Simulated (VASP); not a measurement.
Set up this calculation in VASP 6.6.1, as the native input.

```
Task                   : single point
Functional             : PBEsol
Potentials or basis    : VASP PAW PBE potentials, release 64 (Hg, Te)
Cutoff                 : 520 eV
k mesh                 : 14 × 14 × 14
Occupations            : gaussian, width 0.15 eV
Spin                   : no spin polarisation
Dipole correction      : no
Further INCAR settings : ALGO = Normal; EDIFF = 1e-06; NBANDS = 16
```

The structure of HgTe lies in POSCAR:

```
HgTe
1.0
    0.0000000000      2.9656200000      3.2235000000
    2.9656200000      0.0000000000      3.2235000000
    2.9656200000      2.9656200000      0.0000000000
Hg Te
1 1
Direct
    0.0000000000      0.0000000000      0.0000000000
    0.7500000000      0.7500000000      0.7500000000
```

This cell differs from its parent crystal: strain -0.080 along x and y, +0.000 along z.

One way to write it, as run:

INCAR

```
SYSTEM = HgTe
PREC     = Accurate       ! precision mode
ENCUT    = 520            ! plane-wave cutoff, eV
EDIFF    = 1E-6           ! SCF threshold, eV
ISMEAR   = 0              ! smearing method
SIGMA    = 0.15           ! smearing width, eV
LREAL    = .False.        ! projectors in reciprocal space
LASPH    = .True.         ! aspherical terms in the spheres
NELM     = 80             ! most SCF steps
ALGO     = Normal         ! electronic algorithm
ISIF     = 2              ! what is computed and relaxed
LWAVE    = .False.        ! write WAVECAR
LCHARG   = .True.         ! write CHGCAR
GGA      = PS             ! functional
LELF     = .True.         ! ELF
LVHAR    = .True.       
NBANDS   = 16             ! bands
```

KPOINTS

```
regular mesh
0
Gamma
  14 14 14
  0 0 0
```

Potentials or basis: VASP PAW PBE potentials, release 64 (Hg, Te).

Run with:

```sh
$ cat potpaw_PBE.64/Hg/POTCAR potpaw_PBE.64/Te/POTCAR > POTCAR
$ mpirun -np 1 vasp_std > vasp.out
```

It gave:

- Pressure: 13.7 GPa
- Band gap on the k mesh: zero (filled and empty bands touch)

Caveat: the cell differs from its parent crystal (strain -0.080 along x and y, +0.000 along z); the PAW data sets were made with another functional, which shifts forces and pressure a little; spin-orbit coupling is left out, which moves the levels of the heavy elements.

Run time: 110 s on 1 thread of Intel(R) Xeon(R) Platinum 8488C (Sapphire Rapids), on a shared host, peak memory 0.37 GiB.
